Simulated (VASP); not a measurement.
# Ga in VASP: notebook

Aim: see how the results for Ga move with the level of theory and the settings. Levels: PBEsol, SCAN. Tasks: single point, relaxation of cell and atoms.

Everything below comes from runs of VASP 6.6.1. Logs are shortened: lines on timing, memory, paths and dates and some standing lists are left out, and cuts for length are marked.

## 1. The cell of the first run

The typed cell holds 2 atoms: a = 4.244 Å, b = 4.271 Å, c = 3.332 Å, α = 90.67°, β = 90.64°, γ = 142.09°.

## 2. Single point, PBEsol

Contents of INCAR:

```
SYSTEM = Ga
  PREC = Accurate
  ENCUT = 520
  EDIFF = 1E-6
  ISMEAR = -1
  SIGMA = 0.05
  LREAL = .False.
  LASPH = .True.
  NELM = 100
  ALGO = Fast
  ISIF = 2
  LWAVE = .False.
  LCHARG = .False.
  GGA = PS
  NBANDS = 20
```

Contents of KPOINTS:

```
Automatic mesh
0
Gamma
  9 8 7
  0 0 0
```

Contents of POSCAR:

```
Ga
1.0
    1.3628675000     -4.0195850000      0.0000000000
    1.4031325000      4.0334150000      0.0000000000
   -0.1174474948     -0.0005872375      3.3299294416
Ga
2
Direct
    0.1310000000      0.8690000000      0.7500000000
    0.8690000000      0.1310000000      0.2500000000
```

Potentials or basis: VASP PAW PBE potentials, release 64 (Ga_d).

Run with:

```
cat potpaw_PBE.64/Ga_d/POTCAR > POTCAR
mpirun -np 1 vasp_std > vasp.out
```

OUTCAR:

```text
SYSTEM = Ga
   PREC = Accurate
   ENCUT = 520
   EDIFF = 1E-6
   ISMEAR = -1
   LREAL = .False.
   LASPH = .True.
   NELM = 100
   ISIF = 2
   GGA = PS

 ion  position               nearest neighbor table
   1  0.131  0.869  0.750-   2 2.69   2 2.69   2 2.85   2 2.87   2 2.91
   2  0.869  0.131  0.250-   1 2.69   1 2.69   1 2.85   1 2.87   1 2.91

  LATTYP: Found a triclinic cell.
 ALAT       =     2.7660345748
 B/A-ratio  =     1.5344514683
 C/A-ratio  =     1.2046125823
 COS(alpha) =     0.0111514024
 COS(beta)  =     0.0352487878
 COS(gamma) =     0.3163627210

  Lattice vectors:

 A1 = (   2.7660000000,   0.0138300000,   0.0000000000)
 A2 = (   1.3628675000,  -4.0195850000,   0.0000000000)
 A3 = (   0.1174474948,   0.0005872375,  -3.3299294416)

Analysis of symmetry for initial positions (statically):
=====================================================================
 Subroutine PRICEL returns:
 Original cell was already a primitive cell.

 Routine SETGRP: Setting up the symmetry group for a
 triclinic supercell.

 Subroutine GETGRP returns: Found  2 space group operations
 (whereof  2 operations were pure point group operations)
 out of a pool of  2 trial point group operations.

The static configuration has the point symmetry S_2 .

Analysis of symmetry for dynamics (positions and initial velocities):
=====================================================================
 Subroutine PRICEL returns:
 Original cell was already a primitive cell.

 Routine SETGRP: Setting up the symmetry group for a
 triclinic supercell.

 Subroutine GETGRP returns: Found  2 space group operations
 (whereof  2 operations were pure point group operations)
 out of a pool of  2 trial point group operations.

The dynamic configuration has the point symmetry S_2 .

 Subroutine INISYM returns: Found  2 space group operations
 (whereof  2 operations are pure point group operations),
 and found     1 'primitive' translations

----------------------------------------------------------------------------------------

                                     Primitive cell

  volume of cell :      37.0855

  direct lattice vectors                    reciprocal lattice vectors
     1.362867500 -4.019585000  0.000000000     0.362162840 -0.125988139  0.012751361
     1.403132500  4.033415000  0.000000000     0.360921036  0.122372720  0.012751361
    -0.117447495 -0.000587237  3.329929442     0.000000000  0.000000000  0.300306663

  length of vectors
     4.244345815  4.270505517  3.332000052     0.383663305  0.381315714  0.300306663

  position of ions in fractional coordinates (direct lattice)
     0.131000000  0.869000000  0.750000000
     0.869000000  0.131000000  0.250000000

  ion indices of the primitive-cell ions
   primitive index   ion index
                 1           1
                 2           2

----------------------------------------------------------------------------------------

 KPOINTS: Automatic mesh

Automatic generation of k-mesh.
 Grid dimensions read from file:
 generate k-points for:    9    8    7

 Generating k-lattice:

  Cartesian coordinates                     Fractional coordinates (reciprocal lattice)
     0.040240316 -0.013998682  0.001416818     0.111111111 -0.000000000  0.000000000
     0.045115129  0.015296590  0.001593920    -0.000000000  0.125000000  0.000000000
     0.000000000  0.000000000  0.042900952     0.000000000  0.000000000  0.142857143

  Length of vectors
     0.042629256  0.047664464  0.042900952

  Shift w.r.t. Gamma in fractional coordinates (k-lattice)
     0.000000000  0.000000000  0.000000000

 Subroutine IBZKPT returns following result:
 ===========================================

 Found    253 irreducible k-points:

 Following reciprocal coordinates:
            Coordinates               Weight
  0.000000  0.000000  0.000000      1.000000
  0.111111  0.000000 -0.000000      2.000000
  0.222222  0.000000 -0.000000      2.000000
  0.333333 -0.000000 -0.000000      2.000000
  0.444444  0.000000 -0.000000      2.000000
 -0.000000  0.125000 -0.000000      2.000000
[... 16 lines left out ...]
 -0.111111  0.250000  0.000000      2.000000
 -0.000000  0.375000  0.000000      2.000000
 [... further k-points ...]
   k-points           NKPTS =    253   k-points in BZ     NKDIM =    253   number of bands    NBANDS=     20
   number of dos      NEDOS =    301   number of ions     NIONS =      2
   total plane-waves  NPLWV =  28672
   dimension x,y,z NGX =    32 NGY =   32 NGZ =   28
   dimension x,y,z NGXF=    64 NGYF=   64 NGZF=   56
   ions per type =               2
   NGX,Y,Z   is equivalent  to a cutoff of  12.53, 12.46, 13.97 a.u.
   NGXF,Y,Z  is equivalent  to a cutoff of  25.07, 24.91, 27.94 a.u.
 SYSTEM =  Ga
   PREC   = accura    normal or accurate (medium, high low for compatibility)
   ISTART =      0    job   : 0-new  1-cont  2-samecut
   ICHARG =      2    charge: 1-file 2-atom 10-const
   ISPIN  =      1    spin polarized calculation?
   LNONCOLLINEAR =      F non collinear calculations
   LSORBIT =      F    spin-orbit coupling
   LASPH  =      T    aspherical Exc in radial PAW
   ENCUT  =  520.0 eV  38.22 Ry    6.18 a.u.   7.89  7.94  6.20*2*pi/ulx,y,z
   NELM   =    100;   NELMIN=  2; NELMDL= -5     # of ELM steps
   EDIFF  = 0.1E-05   stopping-criterion for ELM
   LREAL  =      F    real-space projection
   EDIFFG = 0.1E-04   stopping-criterion for IOM
   NSW    =      0    number of steps for IOM
   IBRION =     -1    ionic relax: 0-MD 1-quasi-New 2-CG
   NFREE  =      0    steps in history (QN), initial steepest desc. (CG)
   ISIF   =      2    stress and relaxation
   ISYM   =      2    0-nonsym 1-usesym 2-fastsym
   POTIM  = 0.5000    time-step for ionic-motion
   TEBEG  =    0.0;   TEEND  =   0.0 temperature during run
   PSTRESS=    0.0 pullay stress
   NELECT =      26.0000    total number of electrons
   NUPDOWN=      -1.0000    fix difference up-down
   EMIN   =  10.00;   EMAX   =-10.00  energy-range for DOS
   EFERMI =   0.00;   METHOD = LEGACY
   ISMEAR =    -1;   SIGMA  =   0.05  broadening in eV -4-tet -1-fermi 0-gaus
   EFERMI_NEDOS =   21; number of points for ismear=-14 and -15
   IALGO  =     68    algorithm
   IMIX   =      4    mixing-type and parameters
     AMIX     =   0.40;   BMIX     =  1.00
     AMIX_MAG =   1.60;   BMIX_MAG =  1.00
  volume/ion in A,a.u.               =      18.54       125.13
  Fermi-wavevector in a.u.,A,eV,Ry     =   1.454335  2.748296 28.777569  2.115092
  Thomas-Fermi vector in A             =   2.571498
   LORBIT       =      0    0 simple, 1 ext, 2 COOP (PROOUT), +10 PAW based schemes
   GGA     = PS    functional components
   LHFCALC =     F    Hartree Fock is set to
   AEXX    =    0.0000 exact exchange contribution
   IVDW    =     0    specifies the selected vdW correction
   LEPSILON=     F    determine dielectric tensor
   LRPA    =     F    only Hartree local field effects (RPA)
 non-spin polarized calculation
 RMM-DIIS sequential band-by-band and
  energy-cutoff  :      520.00
  volume of cell :       37.09
 maximum number of plane-waves:      1011
   NGX = 15   NGY = 15   NGZ = 13

 number of electron      26.0000006 magnetization

 Free energy of the ion-electron system (eV)
  ---------------------------------------------------
  ext. energy  EPLUGINS =         0.00000000
  ---------------------------------------------------
  free energy    TOTEN  =        -6.65224298 eV

  energy without entropy =       -6.64494754  energy(sigma->0) =       -6.64859526

 E-fermi :   5.5378     XC(G=0): -11.1967

 val. band max:        5.5375988502   @ k =  -0.2222  -0.1250   0.1429
 cond. band min:       5.5467620079   @ k =   0.4444  -0.1250   0.2857
 fundamental gap:      0.0091631577
 Fermi energy:         5.5377510251

 k-point     1 :       0.0000    0.0000    0.0000
  band No.  band energies     occupation
      1      -9.5999      2.00000
      2      -9.5864      2.00000
      3      -9.5450      2.00000
      4      -9.5253      2.00000
      5      -9.2470      2.00000
      6      -9.2461      2.00000
[... 12 lines left out ...]
     19      16.2136      0.00000
     20      18.6059      0.00000

 k-point     2 :       0.1111    0.0000   -0.0000
  band No.  band energies     occupation
      1      -9.5898      2.00000
      2      -9.5682      2.00000
      3      -9.5193      2.00000
      4      -9.4762      2.00000
      5      -9.2703      2.00000
      6      -9.2674      2.00000
[... 12 lines left out ...]
     19      16.5830      0.00000
     20      19.5888      0.00000

 k-point     3 :       0.2222    0.0000   -0.0000
  band No.  band energies     occupation
      1      -9.5650      2.00000
      2      -9.5300      2.00000
      3      -9.4534      2.00000
      4      -9.3833      2.00000
      5      -9.3278      2.00000
      6      -9.3023      2.00000
[... 12 lines left out ...]
     19      16.7886      0.00000
     20      20.7363      0.00000

 k-point     4 :       0.3333   -0.0000   -0.0000
  band No.  band energies     occupation
      1      -9.5397      2.00000
      2      -9.4975      2.00000
      3      -9.4265      2.00000
      4      -9.4017      2.00000
      5      -9.3957      2.00000
      6      -9.2892      2.00000
[... 12 lines left out ...]
     19      16.9808      0.00000
     20      18.4797      0.00000

 k-point     5 :       0.4444    0.0000   -0.0000
  band No.  band energies     occupation
      1      -9.5246      2.00000
      2      -9.5094      2.00000
      3      -9.4483      2.00000
      4      -9.4205      2.00000
      5      -9.4080      2.00000
      6      -9.2952      2.00000
[... 12 lines left out ...]
     19      15.4981      0.00000
     20      17.6374      0.00000

 k-point     6 :      -0.0000    0.1250   -0.0000
  band No.  band energies     occupation
      1      -9.5877      2.00000
      2      -9.5644      2.00000
      3      -9.5133      2.00000
      4      -9.4629      2.00000
      5      -9.2765      2.00000
      6      -9.2738      2.00000
[... 12 lines left out ...]
     19      16.6339      0.00000
     20      19.6810      0.00000

 k-point     7 :       0.1111    0.1250    0.0000
  band No.  band energies     occupation
      1      -9.5744      2.00000
      2      -9.5347      2.00000
      3      -9.4336      2.00000
      4      -9.3769      2.00000
      5      -9.3152      2.00000
      6      -9.3080      2.00000
[... 12 lines left out ...]
     19      17.4743      0.00000
     20      19.9304      0.00000
[... 277 lines left out ...]
 k-point    20 :      -0.4444    0.2500    0.0000
  band No.  band energies     occupation
      1      -9.5314      2.00000
      2      -9.4832      2.00000
      3      -9.4582      2.00000
      4      -9.3740      2.00000
      5      -9.3475      2.00000
      6      -9.3249      2.00000
[... 12 lines left out ...]
     19      15.0853      0.00000
     20      19.5229      0.00000

 k-point    21 :      -0.3333    0.2500    0.0000
  band No.  band energies     occupation
      1      -9.6067      2.00000
      2      -9.5097      2.00000
      3      -9.4986      2.00000
      4      -9.4217      2.00000
      5      -9.3209      2.00000
      6      -9.2966      2.00000
[... 12 lines left out ...]
     19      17.0270      0.00000
     20      18.9909      0.00000

 k-point    22 :      -0.2222    0.2500    0.0000
  band No.  band energies     occupation
      1      -9.6157      2.00000
      2      -9.5405      2.00000
      3      -9.5257      2.00000
      4      -9.4559      2.00000
      5      -9.3013      2.00000
      6      -9.2761      2.00000
[... 12 lines left out ...]
     19      17.5401      0.00000
     20      18.0265      0.00000

 k-point    23 :      -0.1111    0.2500    0.0000
  band No.  band energies     occupation
      1      -9.5579      2.00000
      2      -9.5520      2.00000
      3      -9.5224      2.00000
      4      -9.4150      2.00000
      5      -9.3133      2.00000
      6      -9.2996      2.00000
[... 12 lines left out ...]
     19      15.7410      0.00000
     20      21.5620      0.00000

 k-point    24 :      -0.0000    0.3750    0.0000
  band No.  band energies     occupation
      1      -9.5345      2.00000
      2      -9.4982      2.00000
      3      -9.4321      2.00000
      4      -9.4162      2.00000
      5      -9.3997      2.00000
      6      -9.2962      2.00000
[... 12 lines left out ...]
     19      16.6242      0.00000
     20      17.9190      0.00000

 [... further k-points ...]

------------------------ aborting loop because EDIFF is reached ----------------------------------------

  FORCE on cell =-STRESS in cart. coord.  units (eV):
  Direction    XX          YY          ZZ          XY          YZ          ZX
  --------------------------------------------------------------------------------------
  -------------------------------------------------------------------------------------
  Total       -0.0725356     -0.6348525     -0.4230526     -0.1266250     -0.0020322     -0.2065125
  in kB       -3.1337031    -27.4270673    -18.2768324     -5.4704884     -0.0877945     -8.9218061
  external PRESSURE =     -16.2792009 kB  Pullay stress =       0.0000000 kB

 VOLUME and BASIS-vectors are now :
 -----------------------------------------------------------------------------
  energy-cutoff  :      520.00
  volume of cell :       37.09
      direct lattice vectors                 reciprocal lattice vectors
     1.362867500 -4.019585000  0.000000000     0.362162840 -0.125988139  0.012751361
     1.403132500  4.033415000  0.000000000     0.360921036  0.122372720  0.012751361
    -0.117447495 -0.000587237  3.329929442     0.000000000  0.000000000  0.300306663

 POSITION                                       TOTAL-FORCE (eV/Angst)
 -----------------------------------------------------------------------------------
      1.30977      2.97803      2.49745        -0.006461     -0.236566      0.000354
      1.33878     -2.96479      0.83248         0.006461      0.236566     -0.000354
 -----------------------------------------------------------------------------------
    total drift:                                0.000000      0.000000     -0.000000

  FREE ENERGIE OF THE ION-ELECTRON SYSTEM (eV)
  ---------------------------------------------------
  free  energy   TOTEN  =        -6.6522429815 eV

  energy  without entropy=       -6.6449475427  energy(sigma->0) =       -6.64859526
```

Run time: 1.8 min. Hardware: 1 thread of AMD EPYC 9R45 (Zen 5), shared host; peak memory 0.25 GiB.

Results:

```
Free energy            : -6.6522 eV
Pressure               : -1.6 GPa
Largest force          : 0.237 eV/Å
Band gap on the k mesh : zero (bands 13 and 14 overlap by 7.46 eV)
```

Forces on the atoms (eV/Å):
```
Ga  -0.006 -0.237  0.000
Ga   0.006  0.237  0.000
```

Stress tensor (GPa, compression positive):
```
-0.31 -0.55 -0.89
-0.55 -2.74 -0.01
-0.89 -0.01 -1.83
```

Caveat: the PAW data sets were made with another functional, which shifts forces and pressure a little.

## 3. Single point, PBEsol

Contents of INCAR:

```
ALGO     = Fast           # electronic algorithm
EDIFF    = 1E-6           # SCF threshold, eV
ENCUT    = 520            # plane-wave cutoff, eV
GGA      = PS             # functional
ISIF     = 2              # what is computed and relaxed
ISMEAR   = -1             # smearing method
LASPH    = T              # aspherical terms in the spheres
LCHARG   = F              # write CHGCAR
LREAL    = F              # projectors in reciprocal space
LWAVE    = F              # write WAVECAR
NBANDS   = 20             # bands
NELM     = 80             # most SCF steps
PREC     = Accurate       # precision mode
SIGMA    = 0.05           # smearing width, eV
```

Contents of KPOINTS:

```
k-points
0
Gamma
  9 8 7
```

Contents of POSCAR:

```
Ga
1.0
    1.3427350000     -4.0126700000      0.0000000000
    1.4232650000      4.0403300000      0.0000000000
   -0.1174474948     -0.0011744749      3.3299294416
Ga
2
Direct
    0.1310000000      0.8690000000      0.7500000000
    0.8690000000      0.1310000000      0.2500000000
```

Potentials or basis: VASP PAW PBE potentials, release 64 (Ga_d).

Run with:

```
cat potpaw_PBE.64/Ga_d/POTCAR > POTCAR
mpirun -np 1 vasp_std > vasp.out
```

Wall time 1.8 min (1 thread of AMD EPYC 9R45 (Zen 5), shared host); peak memory 0.25 GiB.

It converged, with:

| Item | Value |
| --- | --- |
| Free energy | -6.6508 eV |
| Pressure | -1.6 GPa |
| Largest force | 0.234 eV/Å |
| Band gap on the k mesh | zero (bands 13 and 14 overlap by 7.45 eV) |

Forces on the atoms (eV/Å):
```
Ga  -0.006 -0.234 -0.002
Ga   0.006  0.234  0.002
```

Stress tensor (GPa, compression positive):
```
-0.32 -0.69 -0.83
-0.69 -2.64 -0.11
-0.83 -0.11 -1.85
```

Levels at points of the mesh, in eV from the Fermi level:
| k point | band 11 | band 12 | band 13 | band 14 | band 15 | band 16 |
| --- | --- | --- | --- | --- | --- | --- |
| (0.00, 0.00, 0.00) | -11.27 | -2.13 | -1.66 | 1.58 | 5.38 | 9.63 |
| (0.00, 0.50, 0.00) | -6.19 | -5.08 | -1.22 | 0.17 | 5.63 | 6.35 |

Caveat: the PAW data sets were made with another functional, which shifts forces and pressure a little.

## 4. Single point, SCAN

Contents of INCAR:

```
SYSTEM = Ga
METAGGA = SCAN ; ISMEAR = 1
SIGMA = 0.1 ; LWAVE = .False.
LCHARG = .False. ; ISIF = 2
PREC = Accurate ; LASPH = .True.
LREAL = .False. ; ALGO = Normal
EDIFF = 1E-6 ; NELM = 120
GGA_COMPAT = .False. ; ENCUT = 440
LMIXTAU = .True. ; KPAR = 4
```

Contents of KPOINTS:

```
k-points
0
Gamma
  13 13 10
```

Contents of POSCAR:

```
Ga
1.0
    1.3830000000     -4.0265000000      0.0000000000
    1.3830000000      4.0265000000      0.0000000000
   -0.1174474948      0.0000000000      3.3299294416
Ga
2
Direct
    0.1310000000      0.8690000000      0.7500000000
    0.8690000000      0.1310000000      0.2500000000
```

Run with:

```
cat potpaw_PBE.64/Ga_d/POTCAR > POTCAR
mpirun -np 4 vasp_std > vasp.out
```

Wall time 9.8 min (4 MPI ranks of AMD EPYC 7R43 (Zen 3), shared host); peak memory 0.27 GiB.

It converged, with:

- Free energy: -32.5444 eV
- Pressure: -1.9 GPa
- Largest force: 0.194 eV/Å

Forces on the atoms (eV/Å):
```
Ga   0.000 -0.194  0.000
Ga   0.000  0.194  0.000
```

Stress tensor (GPa, compression positive):
```
-2.19  0.00  0.45
 0.00 -2.35  0.00
 0.45  0.00 -1.15
```

Levels at points of the mesh, in eV from the Fermi level:
| k point | band 11 | band 12 | band 13 | band 14 | band 15 | band 16 |
| --- | --- | --- | --- | --- | --- | --- |
| (0.00, 0.00, 0.00) | -11.87 | -2.29 | -1.62 | 1.65 | 6.01 | 10.19 |

Caveat: the PAW data sets were made with another functional, which shifts forces and pressure a little.

(Part 1 of 2 ends here.)

The gap in the log of VASP goes by the Fermi energy; the results here count the filled bands.